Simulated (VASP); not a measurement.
Runs of VASP 6.6.1 on Al2Cu. The structure is that of space group Fm-3m (No. 225), or close to it. The cells are those of the table. 

```tsv
cell	further INCAR settings	gap on the mesh (eV)	pressure (GPa)
a = 3.988 Å, angles 120.0, 120.0, 90.0°, 3 atoms	ALGO = Fast; EDIFF = 1e-07; NBANDS = 16	none	(c)
a = 4.171 Å, angles 120.0, 120.0, 90.0°, 3 atoms	ALGO = Fast; EDIFF = 1e-06; NBANDS = 16	none	-7.5
a = 3.958 Å, angles 119.5, 119.5, 90.9°, 3 atoms	ALGO = Fast; EDIFF = 1e-06; NBANDS = 16	none	(a)
a = 4.051 Å, angles 122.0, 122.0, 86.6°, 3 atoms	ALGO = Fast; EDIFF = 1e-07; NBANDS = 16	none	(b)
a = 4.140 Å, angles 120.5, 120.5, 89.2°, 3 atoms	ALGO = Fast; EDIFF = 1e-06; NBANDS = 16	none	-5.2
a = 3.958 Å, angles 120.5, 120.5, 89.1°, 3 atoms	ALGO = Fast; EDIFF = 1e-07; NBANDS = 16	none	10.0
a = 3.928 Å, angles 120.0, 120.0, 90.0°, 3 atoms	ALGO = Fast; EDIFF = 1e-06; NBANDS = 16	none	12.2
a = 4.140 Å, angles 119.5, 119.5, 90.8°, 3 atoms	ALGO = Fast; EDIFF = 1e-06; NBANDS = 16	none	-6.4
```

Alike in all rows: task single point; level PBEsol; potentials or basis VASP PAW PBE potentials, release 64 (Al, Cu); no spin polarisation; k mesh 16 × 16 × 16; cutoff (eV) 520; smearing gaussian 0.15 eV.

**Question.** Estimate the missing entries.

**Answer.** (a) 7.8; (b) 4.0; (c) 5.6.

Caveats: the PAW data sets were made with another functional, which shifts forces and pressure a little; the cell stands under pressure (at least some runs); the cell stands under tension (at least some runs).

A gap of «none» marks levels without a gap at the run's occupations.
